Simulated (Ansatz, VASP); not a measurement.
One calculation of LiCl, two programs

Contents of INCAR:

```
SYSTEM = LiCl
ALGO = Normal
EDIFF = 1E-6
ENCUT = 520
GGA = PE
ISIF = 2
ISMEAR = 0
LASPH = .True.
LCHARG = .False.
LREAL = .False.
LWAVE = .False.
NBANDS = 24
NELM = 100
PREC = Accurate
SIGMA = 0.1
```

The input KPOINTS:

```
k-points
0
Gamma
  6 6 6
  0 0 0
```

The input POSCAR:

```
LiCl
1.0
    5.5523875200      0.0000000000      0.0000000000
   -2.7761937600      4.8085086400      0.0000000000
    0.0000000000      0.0000000000      3.2744798300
Li Cl
3 3
Direct
    0.6226507000      0.0000000000      0.6666666700
    0.0000000000      0.6226507000      0.3333333300
    0.3773493000      0.3773493000      0.0000000000
    0.3773493000      0.0000000000      0.1666666700
    0.0000000000      0.3773493000      0.8333333300
    0.6226507000      0.6226507000      0.5000000000
```

Input for Ansatz:

```yaml
crystal:
  lattice:
    - [5.55238752, 0.0, 0.0]
    - [-2.77619376, 4.80850864, 0.0]
    - [0.0, 0.0, 3.27447983]
  atoms:
    - { symbol: Li, position: [0.6226507, 0.0, 0.66666667] }
    - { symbol: Li, position: [0.0, 0.6226507, 0.33333333] }
    - { symbol: Li, position: [0.3773493, 0.3773493, 0.0] }
    - { symbol: Cl, position: [0.3773493, 0.0, 0.16666667] }
    - { symbol: Cl, position: [0.0, 0.3773493, 0.83333333] }
    - { symbol: Cl, position: [0.6226507, 0.6226507, 0.5] }
basis:
  ecutwfc: 420
kpoints:
  mp_grid: { grid: [6, 6, 6] }
hamiltonian:
  xc: pbe
scf:
  occupations: { method: gaussian, width: 0.1 }
  lower_state_search: "off"
output:
  forces: true
  stress: true
  eigenvalues: true
```

Alike in both runs: task single point; functional PBE; k mesh 6 × 6 × 6; occupations gaussian, width 0.1 eV; no spin polarisation.

|  | VASP | Ansatz |
| --- | --- | --- |
| version | VASP 6.6.1 | Ansatz 0.2.0 |
| potentials or method | VASP PAW PBE potentials, release 64 (Li_sv, Cl), cutoff 520 eV | scalar-relativistic, plane waves, PAW |
| valence electrons in the cell | 30 | 30 |

```csv
,VASP,Ansatz,Ansatz less VASP
gap on the k mesh at the Fermi level (eV),6.58,6.55,-0.024
least direct gap on the mesh (eV),6.84,6.82,-0.022
rms of the force components (eV/Å),0.395,0.391,-0.0039
```

Atom by atom the forces differ by 0.004 eV/Å (rms over components). With one functional, cell and mesh, what is left measures potentials, basis and numerics.

Noted on VASP's run: the cutoff is under 1.25 times that of the potentials, so the pressure is a little rough.
